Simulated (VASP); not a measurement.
Input of a VASP 6.6.1 run:

Contents of INCAR:

```
  PREC = Accurate
  ENCUT = 520
  EDIFF = 1E-7
  ISMEAR = 0
  SIGMA = 0.15
  LREAL = False
  LASPH = True
  NELM = 80
  ALGO = Normal
  ISIF = 2
  LWAVE = False
  LCHARG = True
  GGA = PS
  LELF = True
  LVHAR = True
  NBANDS = 16
```

Contents of KPOINTS:

```
Automatic mesh
0
Gamma
  16 16 16
```

The input POSCAR:

```
InSb
1.0
   -1.2907945753      2.5815891506      2.5815891506
    2.5815891506     -1.2907945753      2.5815891506
    2.5815891506      2.5815891506     -1.2907945753
In Sb
1 1
Direct
    0.0000000000      0.0000000000      0.0000000000
    0.5000000000      0.5000000000      0.5000000000
```

Potentials or basis: VASP PAW PBE potentials, release 64 (In_d, Sb).

Launch:

```sh
$ cat potpaw_PBE.64/In_d/POTCAR potpaw_PBE.64/Sb/POTCAR > POTCAR
$ mpirun -np 1 vasp_std > vasp.out
```

Predict the band gap on the k mesh.

zero (bands 9 and 10 overlap by 3.14 eV).

What does it give for the pressure?

-4.7 GPa.

Caveat: the cell stands under tension; the PAW data sets were made with another functional, which shifts forces and pressure a little; spin-orbit coupling is left out, which moves the levels of the heavy elements.
